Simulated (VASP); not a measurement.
Runs of VASP 6.6.1 on Pr2F. The structure is that of space group P6/mmm (No. 191), or close to it. The cells are those of the table. The cell was generated, and may not be a known phase.

```csv
task,cell,k mesh,gap on the mesh (eV),pressure (GPa)
relaxation of cell and atoms,"relaxed from a = 4.857, b = 4.857, c = 3.389 Å, angles 90.0, 90.0, 120.0°, 3 atoms",6 × 6 × 6,none,0.0
single point,"a = 5.150, b = 5.150, c = 3.401 Å, angles 90.0, 90.0, 120.0°, 3 atoms",12 × 12 × 14,none,-0.2
single point,"a = 5.203, b = 5.203, c = 3.379 Å, angles 90.0, 90.0, 120.0°, 3 atoms",6 × 6 × 6,none,(a)
single point,"a = 4.857, b = 4.857, c = 3.389 Å, angles 90.0, 90.0, 120.0°, 3 atoms",6 × 6 × 6,none,6.4
```

Alike in all rows: level PBE; potentials or basis VASP PAW PBE potentials, release 64 (Pr_3, F), 4f in core; no spin polarisation; cutoff (eV) 600; smearing gaussian 0.1 eV.

Task: Fill in the values left out.

Result: (a) -0.1.

Caveats: spin-orbit coupling is left out, which moves the levels of the heavy elements; the 4f electrons are frozen in the core, so they carry no moment and show no levels; the run has no spin polarisation, though such a crystal can be magnetic; the stress differs along the axes, from 1 to 9 GPa (at least some runs).

A k mesh can miss the band edges, and the runs leave out spin-orbit coupling on Pr.

A gap of «none» marks levels without a gap at the run's occupations.
